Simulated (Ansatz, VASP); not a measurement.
# Two plane-wave programs on Ge3Pd

```
CELL_PARAMETERS angstrom
4.11422 0.00000 0.00000
0.00000 4.11422 0.00000
0.00000 0.00000 4.11422
ATOMIC_POSITIONS crystal
Pd 0.00000 0.00000 0.00000
Ge 0.50000 0.50000 0.00000
Ge 0.50000 0.00000 0.50000
Ge 0.00000 0.50000 0.50000
```

Alike in both runs: task single point; functional r2SCAN; k mesh 7 × 7 × 7; occupations fermi-dirac, width 0.05 eV; no spin polarisation.

|  | VASP | Ansatz |
| --- | --- | --- |
| version | VASP 6.6.1 | Ansatz 0.2.0 |
| potentials or method | VASP PAW PBE potentials, release 64 (Pd, Ge_d) | Ansatz PAW |
| plane-wave cutoff (eV) | 520 | 500 |
| valence electrons in the cell | 52 | 60 |

```csv
,VASP,Ansatz,Ansatz less VASP
gap on the k mesh at the Fermi level (eV),none,none,-
pressure (GPa),-1.1,-1.0,+0.14
```

VASP's potentials were made for PBE, not for r2SCAN. A gap of «none» marks a metal or a gap that the smearing closes. VASP's potentials hold 52 valence electrons a cell and Ansatz's 60, so a difference there can come from the potentials and not from the codes.
